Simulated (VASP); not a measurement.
Mg4H, 5 atoms in the cell. The cell holds a slab with vacuum, 5 atoms: a = 3.184 Å, b = 3.184 Å, c = 26.708 Å, α = 90.00°, β = 90.00°, γ = 120.00°. 

- Program: VASP 6.6.1
- Task: single point
- Functional: PBEsol
- Potentials or basis: VASP PAW PBE potentials, release 64 (Mg, H)
- Cutoff: 520 eV
- k mesh: 9 × 9 × 1
- Occupations: gaussian, width 0.1 eV
- Spin: no spin polarisation
- Dipole correction: yes
- Further INCAR settings: ALGO = Normal; EDIFF = 1e-06; NBANDS = 12

Potentials or basis: VASP PAW PBE potentials, release 64 (Mg, H).

The run is started by

```sh
$ cat potpaw_PBE.64/Mg/POTCAR potpaw_PBE.64/H/POTCAR > POTCAR
$ mpirun -np 1 vasp_std > vasp.out
```

Hardware: 1 thread of Intel(R) Xeon(R) Platinum 8375C CPU @ 2.90GHz (Ice Lake), on a shared host.

Question: How long does it take, and how much memory?

Answer: Run time: 2 min on 1 thread of Intel(R) Xeon(R) Platinum 8375C CPU @ 2.90GHz (Ice Lake) (shared host), peak memory 0.34 GiB. Counts: scf iterations 24, k points 25.
